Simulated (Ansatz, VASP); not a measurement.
## Re in VASP and in Ansatz

```
Re
1.0
     1.40213    0.80952    6.78676
    -1.40213    0.80952    6.78676
     0.00000   -1.61905    6.78676
Re
3
Direct
  0.00000 0.00000 0.00000
  0.22217 0.22217 0.22217
  0.77783 0.77783 0.77783
```

Change from the starting cell: volume scaled by 1.04.

Alike in both runs: task single point; functional PBEsol; k mesh 15 × 15 × 15; occupations fermi-dirac, width 0.05 eV; no spin polarisation.

```csv
,VASP,Ansatz
version,VASP 6.6.1,Ansatz 0.2.0
potentials or method,"VASP PAW PBE potentials, release 64 (Re), cutoff 520 eV","all-electron LAPW, scalar-relativistic"
```

|  | VASP | Ansatz | Ansatz less VASP |
| --- | --- | --- | --- |
| pressure (GPa) | -19.9 | -19.4 | +0.55 |
| traceless stress, the component that is largest in VASP (GPa) | -0.71 | -0.64 | +0.066 |
| rms of the force components (eV/Å) | 0.006 | 0.004 | -0.0028 |

VASP's potentials were made for PBE, not for PBEsol. Atom by atom the forces differ by 0.003 eV/Å (rms over components). Ansatz ran all-electron here, and VASP with PAW potentials.

Spin-orbit coupling is off throughout.
